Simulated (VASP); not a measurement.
Wanted: the native input for a VASP 6.6.1 run.

```
Task                   : relaxation of cell and atoms
Functional             : LDA
Potentials or basis    : VASP PAW LDA potentials, release 64 (Ba_sv)
Cutoff                 : 600 eV
k mesh                 : 10 × 10 × 10
Occupations            : gaussian, width 0.1 eV
Spin                   : no spin polarisation
Dipole correction      : no
Further INCAR settings : ALGO = Normal; EDIFF = 1e-07; IBRION = 2; EDIFFG = -0.002; NSW = 100; ISIF = 3
```

The structure of Ba lies in POSCAR:

```
Ba
1.0
   -2.3816655778      2.3816655778      2.3816655778
    2.3816655778     -2.3816655778      2.3816655778
    2.3816655778      2.3816655778     -2.3816655778
Ba
1
Direct
    0.0000000000      0.0000000000      0.0000000000
```

One way to write it, as run:

INCAR

```
PREC     = Accurate       # precision mode
ENCUT    = 600            # plane-wave cutoff, eV
EDIFF    = 1E-7           # SCF threshold, eV
ISMEAR   = 0              # smearing method
SIGMA    = 0.1            # smearing width, eV
LREAL    = F              # projectors in reciprocal space
LASPH    = T              # aspherical terms in the spheres
NELM     = 60             # most SCF steps
ALGO     = Normal         # electronic algorithm
ISIF     = 3              # what is computed and relaxed
LWAVE    = F              # write WAVECAR
LCHARG   = F              # write CHGCAR
IBRION   = 2              # ionic algorithm
NSW      = 100            # ionic steps
EDIFFG   = -0.002         # ionic threshold
```

KPOINTS

```
regular mesh
0
Gamma
  10 10 10
```

Potentials or basis: VASP PAW LDA potentials, release 64 (Ba_sv).

Launch:

```bash
$ cat potpaw_LDA.64/Ba_sv/POTCAR > POTCAR
$ mpirun -np 1 vasp_std > vasp.out
```

It gave:

```json
{"Relaxed volume": "54.44 Å³/atom", "Relaxed cell": "a = 4.135 Å, b = 4.135 Å, c = 4.135 Å, α = 109.47°, β = 109.47°, γ = 109.47°", "Space group after relaxing (to 0.1 Å)": "Im-3m (No. 229)", "Energy gained by relaxing": "0.1 meV/atom", "Ionic steps": "3", "Pressure after relaxing": "0.0 GPa", "Band gap on the k mesh": "zero (bands 5 and 6 overlap by 1.20 eV)"}
```

Caveat: spin-orbit coupling is left out, which moves the levels of the heavy elements.

Wall time 39 s on 1 thread of AMD EPYC 7R13 Processor (Zen 3) (shared host), peak memory 0.15 GiB.
